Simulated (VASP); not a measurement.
# W16F (a cell with a defect) in VASP: notebook

W16F (a cell with a defect) is run at these levels: PBE; tasks: single point.

Everything below comes from runs of VASP 6.6.1. Logs are shortened: lines on timing, memory, paths and dates and some standing lists are left out, and cuts for length are marked.

## (1) The cell of the first run

The cell holds a defect, 17 atoms: a = 6.368 Å, b = 6.368 Å, c = 6.368 Å, α = 90.00°, β = 90.00°, γ = 90.00°.

## (2) Single point, PBE

INCAR reads:

```
ALGO     = Normal         # electronic algorithm
EDIFF    = 1E-7           # SCF threshold, eV
ENCUT    = 520            # plane-wave cutoff, eV
GGA      = PE             # functional
ISIF     = 2              # what is computed and relaxed
ISMEAR   = 1              # smearing method
LASPH    = True           # aspherical terms in the spheres
LCHARG   = True           # write CHGCAR
LELF     = True           # ELF
LREAL    = Auto         
LVHAR    = True         
LWAVE    = False          # write WAVECAR
NBANDS   = 130            # bands
NELM     = 80             # most SCF steps
PREC     = Accurate       # precision mode
SIGMA    = 0.1            # smearing width, eV
```

KPOINTS reads:

```
k-points
0
Gamma
  3 3 3
```

POSCAR reads:

```
W16F
1.0
    6.3684112200      0.0000000000      0.0000000000
    0.0000000000      6.3684112200      0.0000000000
    0.0000000000      0.0000000000      6.3684112200
W F
16 1
Direct
    0.0045887426     -0.0047658669     -0.0012257374
    0.2494165256      0.2491049879      0.2425349034
   -0.0011806712      0.0016932010      0.4925489092
    0.2492037567      0.2464313226      0.7476202204
   -0.0012805392      0.5014630635     -0.0076763259
    0.2494262611      0.7573198139      0.2366808530
    0.0345451938      0.5146063730      0.4793701120
    0.2493249800      0.7515789786      0.7450148610
    0.4938668204     -0.0048161149     -0.0012293490
    0.7493539338      0.2472458115      0.2364782907
    0.4998670610      0.0017002671      0.4925930333
    0.7491187103      0.2105923995      0.7823615385
    0.4999498132      0.5013683774     -0.0075552596
    0.7493388594      0.7521243265      0.2417557452
    0.4648079243      0.5143958025      0.4799509476
    0.7492873552      0.7568647554      0.7464083012
    0.7497917196      0.4312903023      0.5634171344
```

Potentials or basis: VASP PAW PBE potentials, release 64 (W_sv, F).

Run with:

```console
cat potpaw_PBE.64/W_sv/POTCAR potpaw_PBE.64/F/POTCAR > POTCAR
mpirun -np 1 vasp_std > vasp.out
```

OUTCAR:

```text
EDIFF = 1E-7
   ENCUT = 520
   GGA = PE
   ISIF = 2
   ISMEAR = 1
   LASPH = True
   LREAL = Auto
   NELM = 80
   PREC = Accurate

 ion  position               nearest neighbor table
   1  0.005  0.995  0.999-  12 2.54   6 2.65  14 2.73   8 2.73   2 2.73  10 2.74  16 2.74   4 2.75
                             9 3.12   5 3.15   3 3.15   3 3.22   5 3.22   9 3.25
   2  0.249  0.249  0.243-   7 2.65  15 2.65   9 2.73   1 2.73  11 2.75   3 2.75  13 2.77   5 2.77
                             6 3.13   4 3.15  10 3.18  10 3.18   4 3.22   6 3.24
   3  0.999  0.002  0.493-   2 2.75  16 2.75  14 2.76   4 2.76   6 2.76  10 2.76   8 2.77  12 2.78
                             7 3.11   1 3.15  11 3.18  11 3.19   1 3.22   7 3.28
   4  0.249  0.246  0.748-   1 2.75   9 2.75   3 2.76   5 2.76  11 2.76  13 2.76  15 2.78   7 2.78
                             8 3.15   2 3.15  12 3.20  12 3.20   2 3.22   8 3.22
   5  0.999  0.501  0.992-  10 2.75   8 2.75  14 2.76   4 2.76  16 2.76   6 2.76   2 2.77  12 2.78
                             7 3.11   1 3.15  13 3.18  13 3.19   1 3.22   7 3.28
   6  0.249  0.757  0.237-   7 2.58  15 2.58   9 2.65   1 2.65  13 2.76  11 2.76   3 2.76   5 2.76
                             8 3.13   2 3.13  14 3.18  14 3.19   2 3.24   8 3.24
   7  0.035  0.515  0.479-  17 1.96   6 2.58   2 2.65   8 2.65  15 2.74   4 2.78  14 2.81  16 2.93
                            10 2.93   5 3.11   3 3.11   3 3.28   5 3.28  12 3.28
   8  0.249  0.752  0.745-   7 2.65  15 2.65   9 2.73   1 2.73   5 2.75  13 2.75  11 2.77   3 2.77
                             6 3.13   4 3.15  16 3.18  16 3.18   4 3.22   6 3.24
   9  0.494  0.995  0.999-  12 2.53   6 2.65  14 2.73   8 2.73   2 2.73  10 2.74  16 2.74   4 2.75
                             1 3.12  13 3.15  11 3.15  11 3.22  13 3.22   1 3.25
  10  0.749  0.247  0.236-  17 2.39   1 2.74   9 2.74  13 2.75   5 2.75   3 2.76  11 2.76  12 2.90
                            15 2.93   7 2.93  14 3.15   2 3.18   2 3.18  14 3.22  12 3.48
  11  0.500  0.002  0.493-   2 2.75  16 2.75  14 2.76   4 2.76   6 2.76  10 2.76   8 2.77  12 2.77
                            15 3.11   9 3.15   3 3.18   3 3.19   9 3.22  15 3.27
  12  0.749  0.211  0.782-  17 1.98   9 2.53   1 2.54  11 2.77   3 2.78  13 2.78   5 2.78  16 2.90
                            10 2.90   4 3.20   4 3.20  15 3.28   7 3.28  10 3.48  16 3.49
  13  0.500  0.501  0.992-  10 2.75   8 2.75  14 2.76   4 2.76   6 2.76  16 2.76   2 2.77  12 2.78
                            15 3.11   9 3.15   5 3.18   5 3.19   9 3.22  15 3.27
  14  0.749  0.752  0.242-   1 2.73   9 2.73  13 2.76   5 2.76   3 2.76  11 2.76  15 2.81   7 2.81
                            10 3.15  16 3.15   6 3.18   6 3.19  16 3.21  10 3.22
  15  0.465  0.514  0.480-  17 1.96   6 2.58   8 2.65   2 2.65   7 2.74   4 2.78  14 2.81  16 2.92
                            10 2.93  11 3.11  13 3.11  13 3.27  11 3.27  12 3.28
  16  0.749  0.757  0.746-  17 2.38   1 2.74   9 2.74  11 2.75   3 2.75   5 2.76  13 2.76  12 2.90
                            15 2.92   7 2.93  14 3.15   8 3.18   8 3.18  14 3.21  12 3.49
  17  0.750  0.431  0.563-  15 1.96   7 1.96  12 1.98  16 2.38  10 2.39

  LATTYP: Found a simple cubic cell.
 ALAT       =     6.3684112200

  Lattice vectors:

 A1 = (   6.3684112200,   0.0000000000,   0.0000000000)
 A2 = (   0.0000000000,   6.3684112200,   0.0000000000)
 A3 = (   0.0000000000,   0.0000000000,   6.3684112200)

Analysis of symmetry for initial positions (statically):
=====================================================================
 Subroutine PRICEL returns:
 Original cell was already a primitive cell.

 Routine SETGRP: Setting up the symmetry group for a
 simple cubic supercell.

 Subroutine GETGRP returns: Found  1 space group operations
 (whereof  1 operations were pure point group operations)
 out of a pool of 48 trial point group operations.

The static configuration has the point symmetry C_1 .

Analysis of symmetry for dynamics (positions and initial velocities):
=====================================================================
 Subroutine PRICEL returns:
 Original cell was already a primitive cell.

 Routine SETGRP: Setting up the symmetry group for a
 simple cubic supercell.

 Subroutine GETGRP returns: Found  1 space group operations
 (whereof  1 operations were pure point group operations)
 out of a pool of 48 trial point group operations.

The dynamic configuration has the point symmetry C_1 .

 Subroutine INISYM returns: Found  1 space group operations
 (whereof  1 operations are pure point group operations),
 and found     1 'primitive' translations

----------------------------------------------------------------------------------------

                                     Primitive cell

  volume of cell :     258.2815

  direct lattice vectors                    reciprocal lattice vectors
     6.368411220  0.000000000  0.000000000     0.157025036  0.000000000  0.000000000
     0.000000000  6.368411220  0.000000000     0.000000000  0.157025036  0.000000000
     0.000000000  0.000000000  6.368411220     0.000000000  0.000000000  0.157025036
[... 70 lines left out ...]
            Coordinates               Weight
  0.000000  0.000000  0.000000      1.000000
  0.333333  0.000000  0.000000      2.000000
  0.000000  0.333333  0.000000      2.000000
  0.000000  0.000000  0.333333      2.000000
  0.333333  0.333333  0.000000      2.000000
  0.000000  0.333333  0.333333      2.000000
  0.333333  0.000000  0.333333      2.000000
 -0.333333  0.333333  0.000000      2.000000
 -0.333333  0.000000  0.333333      2.000000
  0.000000 -0.333333  0.333333      2.000000
  0.333333  0.333333  0.333333      2.000000
 -0.333333  0.333333  0.333333      2.000000
 -0.333333 -0.333333  0.333333      2.000000
  0.333333 -0.333333  0.333333      2.000000
   k-points           NKPTS =     14   k-points in BZ     NKDIM =     14   number of bands    NBANDS=    130
   number of dos      NEDOS =    301   number of ions     NIONS =     17
   total plane-waves  NPLWV = 110592
   dimension x,y,z NGX =    48 NGY =   48 NGZ =   48
   dimension x,y,z NGXF=    96 NGYF=   96 NGZF=   96
   ions per type =              16   1
   NGX,Y,Z   is equivalent  to a cutoff of  12.53, 12.53, 12.53 a.u.
   NGXF,Y,Z  is equivalent  to a cutoff of  25.06, 25.06, 25.06 a.u.
 SYSTEM =  unknown system
   PREC   = accura    normal or accurate (medium, high low for compatibility)
   ISTART =      0    job   : 0-new  1-cont  2-samecut
   ICHARG =      2    charge: 1-file 2-atom 10-const
   ISPIN  =      1    spin polarized calculation?
   LNONCOLLINEAR =      F non collinear calculations
   LSORBIT =      F    spin-orbit coupling
   LASPH  =      T    aspherical Exc in radial PAW
   ENCUT  =  520.0 eV  38.22 Ry    6.18 a.u.  11.84 11.84 11.84*2*pi/ulx,y,z
   NELM   =     80;   NELMIN=  2; NELMDL= -5     # of ELM steps
   EDIFF  = 0.1E-06   stopping-criterion for ELM
   LREAL  =      T    real-space projection
   EDIFFG = 0.1E-05   stopping-criterion for IOM
   NSW    =      0    number of steps for IOM
   IBRION =     -1    ionic relax: 0-MD 1-quasi-New 2-CG
   NFREE  =      0    steps in history (QN), initial steepest desc. (CG)
   ISIF   =      2    stress and relaxation
   ISYM   =      2    0-nonsym 1-usesym 2-fastsym
   POTIM  = 0.5000    time-step for ionic-motion
   TEBEG  =    0.0;   TEEND  =   0.0 temperature during run
   PSTRESS=    0.0 pullay stress
   NELECT =     231.0000    total number of electrons
   NUPDOWN=      -1.0000    fix difference up-down
   EMIN   =  10.00;   EMAX   =-10.00  energy-range for DOS
   EFERMI =   0.00;   METHOD = LEGACY
   ISMEAR =     1;   SIGMA  =   0.10  broadening in eV -4-tet -1-fermi 0-gaus
   EFERMI_NEDOS =   21; number of points for ismear=-14 and -15
   IALGO  =     38    algorithm
   IMIX   =      4    mixing-type and parameters
     AMIX     =   0.40;   BMIX     =  1.00
     AMIX_MAG =   1.60;   BMIX_MAG =  1.00
  volume/ion in A,a.u.               =      15.19       102.53
  Fermi-wavevector in a.u.,A,eV,Ry     =   1.577300  2.980665 33.849612  2.487876
  Thomas-Fermi vector in A             =   2.678003
   LORBIT       =      0    0 simple, 1 ext, 2 COOP (PROOUT), +10 PAW based schemes
   GGA     = PE    functional components
   LHFCALC =     F    Hartree Fock is set to
   AEXX    =    0.0000 exact exchange contribution
   IVDW    =     0    specifies the selected vdW correction
   LEPSILON=     F    determine dielectric tensor
   LRPA    =     F    only Hartree local field effects (RPA)
 non-spin polarized calculation
 Methfessel and Paxton  Order N= 1 SIGMA  =   0.10
  energy-cutoff  :      520.00
  volume of cell :      258.28
 maximum number of plane-waves:      6979
   NGX = 23   NGY = 23   NGZ = 23

 number of electron     230.9999982 magnetization

 Free energy of the ion-electron system (eV)
  ---------------------------------------------------
  ext. energy  EPLUGINS =         0.00000000
  ---------------------------------------------------
  free energy    TOTEN  =      -205.25647242 eV

  energy without entropy =     -205.24671122  energy(sigma->0) =     -205.25321869

 E-fermi :  11.5270     XC(G=0): -13.6390

 val. band max:       11.5154647356   @ k =  -0.3333   0.0000   0.3333
 cond. band min:      11.5473855021   @ k =   0.0000   0.3333   0.3333
 fundamental gap:      0.0319207664
 Fermi energy:        11.5269844260

 k-point     1 :       0.0000    0.0000    0.0000
  band No.  band energies     occupation
      1     -62.7516      2.00000
      2     -62.7116      2.00000
      3     -62.6951      2.00000
      4     -62.6863      2.00000
      5     -62.6774      2.00000
      6     -62.5545      2.00000
[... 1809 lines left out ...]
    126      13.2543     -0.00000
    127      13.4517     -0.00000
 [bands above 127 left out]

------------------------ aborting loop because EDIFF is reached ----------------------------------------

  FORCE on cell =-STRESS in cart. coord.  units (eV):
  Direction    XX          YY          ZZ          XY          YZ          ZX
  --------------------------------------------------------------------------------------
  -------------------------------------------------------------------------------------
  Total       27.9017724     20.6298761     20.7129711      0.0281878     -6.3667999     -0.0475059
  in kB      173.0808735    127.9716902    128.4871467      0.1748551    -39.4946700     -0.2946898
  external PRESSURE =     143.1799034 kB  Pullay stress =       0.0000000 kB

 VOLUME and BASIS-vectors are now :
 -----------------------------------------------------------------------------
  energy-cutoff  :      520.00
  volume of cell :      258.28
      direct lattice vectors                 reciprocal lattice vectors
     6.368411220  0.000000000  0.000000000     0.157025036  0.000000000  0.000000000
     0.000000000  6.368411220  0.000000000     0.000000000  0.157025036  0.000000000
     0.000000000  0.000000000  6.368411220     0.000000000  0.000000000  0.157025036

 POSITION                                       TOTAL-FORCE (eV/Angst)
 -----------------------------------------------------------------------------------
      0.02922      6.33806      6.36061         0.005655     -0.015550      0.003004
      1.58839      1.58640      1.54456        -0.000194     -0.003325     -0.013161
      6.36089      0.01078      3.13675        -0.000866     -0.007308     -0.000690
      1.58703      1.56938      4.76115         0.006921      0.002393     -0.003204
      6.36026      3.19352      6.31953         0.004878     -0.009961      0.001333
      1.58845      4.82292      1.50728         0.004907      0.001047     -0.000062
[... 9 lines left out ...]
      4.77177      4.82003      4.75344         0.002889      0.024959      0.008626
      4.77498      2.74663      3.58807         0.000818      0.032981      0.018872
 -----------------------------------------------------------------------------------
    total drift:                               -0.000092     -0.000053      0.009251

  FREE ENERGIE OF THE ION-ELECTRON SYSTEM (eV)
  ---------------------------------------------------
  free  energy   TOTEN  =      -205.2564724228 eV

  energy  without entropy=     -205.2467112184  energy(sigma->0) =     -205.25321869
```

Run time: 22 min. Hardware: 1 thread of Intel Xeon Platinum 8259CL at 2.50GHz (Skylake/Cascade Lake), shared host; peak memory 0.49 GiB.

What came out:

```
Free energy   : -205.2565 eV
Pressure      : 14.3 GPa
Largest force : 0.189 eV/Å
```

Forces on the atoms (eV/Å):
```
W    0.006 -0.016  0.003
W    0.000 -0.003 -0.013
W   -0.001 -0.007 -0.001
W    0.007  0.002 -0.003
W    0.005 -0.010  0.001
W    0.005  0.001  0.000
W    0.137  0.022 -0.041
W    0.002  0.006 -0.006
W    0.003 -0.012  0.004
W   -0.002  0.006  0.001
W   -0.001 -0.007 -0.004
W    0.014 -0.078  0.101
W   -0.002 -0.005 -0.005
W   -0.002  0.001 -0.001
W   -0.173  0.041 -0.064
W    0.003  0.025  0.009
F    0.001  0.033  0.019
```

Caveat: spin-orbit coupling is left out, which moves the levels of the heavy elements; an odd number of electrons without spin polarisation forces a metal; a magnetic or distorted state may lie lower.

## (3) Single point, PBE

INCAR reads:

```
  PREC = Accurate
  ENCUT = 520
  EDIFF = 1E-6
  ISMEAR = 1
  SIGMA = 0.1
  LREAL = Auto
  LASPH = T
  NELM = 80
  ALGO = Normal
  ISIF = 2
  LWAVE = F
  LCHARG = T
  GGA = PE
  LELF = T
  LVHAR = T
  NBANDS = 130
```

KPOINTS reads:

```
regular mesh
0
Gamma
  3 3 3
```

POSCAR reads:

```
W16F
1.0
    6.3684112200      0.0000000000      0.0000000000
    0.0000000000      6.3684112200      0.0000000000
    0.0000000000      0.0000000000      6.3684112200
W F
16 1
Direct
    0.0080264917     -0.0082062854     -0.0050301400
    0.2521726290      0.2474532416      0.2457733877
    0.0027743183     -0.0032460215      0.4951707563
    0.2520349181      0.2476171757      0.7445714223
    0.0019453832      0.4998972098     -0.0049197514
    0.2456790157      0.7535950230      0.2399114861
    0.0076025241      0.5014682453      0.4951764092
    0.2456662967      0.7536339652      0.7507307294
    0.4994960109     -0.0025128716     -0.0048542720
    0.7650537680      0.2339619645      0.2097830925
    0.4978459918     -0.0083034839      0.4952175497
    0.7641849485      0.2343801222      0.7794396167
    0.4969958583      0.5025539164     -0.0046063294
    0.7520004338      0.7472108561      0.2457088504
    0.4617652501      0.5380533514      0.4954669055
    0.7519019791      0.7471745834      0.7445938769
    0.6817860609      0.3185403596      0.4943716559
```

Potentials or basis: VASP PAW PBE potentials, release 64 (W_sv, F).

Run with:

```console
cat potpaw_PBE.64/W_sv/POTCAR potpaw_PBE.64/F/POTCAR > POTCAR
mpirun -np 1 vasp_std > vasp.out
```

Wall time 22 min (1 thread of AMD EPYC 7R13 (Zen 3), shared host); peak memory 0.46 GiB.

It converged, with:

```
Free energy   : -205.2565 eV
Pressure      : 14.3 GPa
Largest force : 0.195 eV/Å
```

Forces in eV/Å, atoms in the order of the input:
```
W   -0.021 -0.019 -0.006
W    0.003  0.008 -0.004
W   -0.017 -0.008  0.002
W    0.009 -0.002  0.000
W    0.004 -0.011 -0.002
W   -0.007  0.019 -0.006
W    0.019  0.001 -0.001
W   -0.009  0.018 -0.006
W   -0.001 -0.029 -0.002
W    0.031 -0.022 -0.133
W    0.002 -0.006 -0.003
W    0.064 -0.048  0.177
W   -0.008 -0.008 -0.013
W   -0.003  0.014 -0.005
W   -0.116  0.068 -0.017
W    0.002  0.016  0.008
F    0.049  0.008  0.009
```

Stress tensor (GPa, compression positive):
```
12.74 -3.95 -0.05
-3.95 12.87  0.04
-0.05  0.04 17.27
```

Levels at points of the mesh, in eV from the Fermi level:
```
           k point  band 111  band 112  band 113  band 114  band 115  band 116  band 117  band 118  band 119  band 120
(0.00, 0.00, 0.00)     -0.57     -0.52     -0.31     -0.13     -0.10      0.23      0.49      0.56      0.56      0.64
```

Caveat: spin-orbit coupling is left out, which moves the levels of the heavy elements; an odd number of electrons without spin polarisation forces a metal; a magnetic or distorted state may lie lower.
